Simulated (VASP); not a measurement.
Write the native input for VASP 6.6.1 that does the following.

```
Task                   : single point
Functional             : PBE
Potentials or basis    : VASP PAW PBE potentials, release 64 (Li_sv, Cl)
Cutoff                 : 520 eV
k mesh                 : 4 × 4 × 4
Occupations            : gaussian, width 0.01 eV
Spin                   : no spin polarisation
Dipole correction      : no
Further INCAR settings : ALGO = Normal; EDIFF = 1e-07; NBANDS = 12
```

The structure of LiCl lies in POSCAR:

```
LiCl
1.0
    3.3767158242      0.0000000000      0.0000000000
    0.0000000000      3.3767158242      0.0000000000
    0.0000000000      0.0000000000      3.3767158242
Li Cl
1 1
Direct
    0.0000000000      0.0000000000      0.0000000000
    0.5000000000      0.5000000000      0.5000000000
```

This cell differs from its parent crystal: volume changed by +10%.

These files were run (other wordings do the same):

INCAR

```
SYSTEM = LiCl
ALGO     = Normal         ! electronic algorithm
EDIFF    = 1E-7           ! SCF threshold, eV
ENCUT    = 520            ! plane-wave cutoff, eV
GGA      = PE             ! functional
ISIF     = 2              ! what is computed and relaxed
ISMEAR   = 0              ! smearing method
LASPH    = .TRUE.         ! aspherical terms in the spheres
LCHARG   = .FALSE.        ! write CHGCAR
LREAL    = .FALSE.        ! projectors in reciprocal space
LWAVE    = .FALSE.        ! write WAVECAR
NBANDS   = 12             ! bands
NELM     = 60             ! most SCF steps
PREC     = Accurate       ! precision mode
SIGMA    = 0.01           ! smearing width, eV
```

KPOINTS

```
k-points
0
G
  4 4 4
  0 0 0
```

Potentials or basis: VASP PAW PBE potentials, release 64 (Li_sv, Cl).

Run with:

```console
$ cat potpaw_PBE.64/Li_sv/POTCAR potpaw_PBE.64/Cl/POTCAR > POTCAR
$ mpirun -np 1 vasp_std > vasp.out
```

It gave:

The band gap on the k mesh is 4.08 eV, indirect (least direct gap 4.77 eV).

Caveat: the k points lie up to 0.47 Å⁻¹ apart.

Run time: 5.6 s on 1 thread of Intel Xeon 8259CL (shared host), peak memory 0.14 GiB.
